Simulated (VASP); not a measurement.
Write the native input for VASP 6.6.1 that does the following.

```yaml
Task: single point
Functional: PBE
Potentials_or_basis: VASP PAW PBE potentials, release 64 (Mg, Te, Se)
Cutoff: 520 eV
k_mesh: 12 × 12 × 4
Occupations: gaussian, width 0.02 eV
Spin: no spin polarisation
Dipole_correction: no
Further_INCAR_settings: ALGO = Normal; EDIFF = 1e-06; NBANDS = 21
```

The structure of Mg3TeSe2 lies in POSCAR:

```
Mg3TeSe2
1.0
    4.0077261996      0.0000000000      0.0000000000
   -2.0038630998      3.4707927003      0.0000000000
    0.0000000000      0.0000000000      9.8229679000
Mg Te Se
3 1 2
Direct
    0.3333333333      0.6666666667      0.1817390000
    0.6666666667      0.3333333333      0.8182610000
    0.0000000000      0.0000000000      0.5000000000
    0.0000000000      0.0000000000      0.0000000000
    0.3333333333      0.6666666667      0.6593450000
    0.6666666667      0.3333333333      0.3406550000
```

One way to write it, as run:

INCAR

```
PREC = Accurate ; ENCUT = 520
EDIFF = 1E-6 ; ISMEAR = 0
SIGMA = 0.02 ; LREAL = F
LASPH = T ; NELM = 60
ALGO = Normal ; ISIF = 2
LWAVE = F ; LCHARG = T
GGA = PE ; LELF = T
LVHAR = T ; NBANDS = 21
```

KPOINTS

```
regular mesh
0
Gamma
  12 12 4
```

Potentials or basis: VASP PAW PBE potentials, release 64 (Mg, Te, Se).

Launch:

```bash
$ cat potpaw_PBE.64/Mg/POTCAR potpaw_PBE.64/Te/POTCAR potpaw_PBE.64/Se/POTCAR > POTCAR
$ mpirun -np 1 vasp_std > vasp.out
```

Results of the run:

```
Pressure               : -0.1 GPa
Largest force          : 0.007 eV/Å
Band gap on the k mesh : 0.47 eV, indirect (least direct gap 1.19 eV)
```

Caveat: spin-orbit coupling is left out, which moves the levels of the heavy elements.

It took 100 s on 1 thread of Intel(R) Xeon(R) Platinum 8559C (Emerald Rapids) (shared host), peak memory 0.38 GiB.
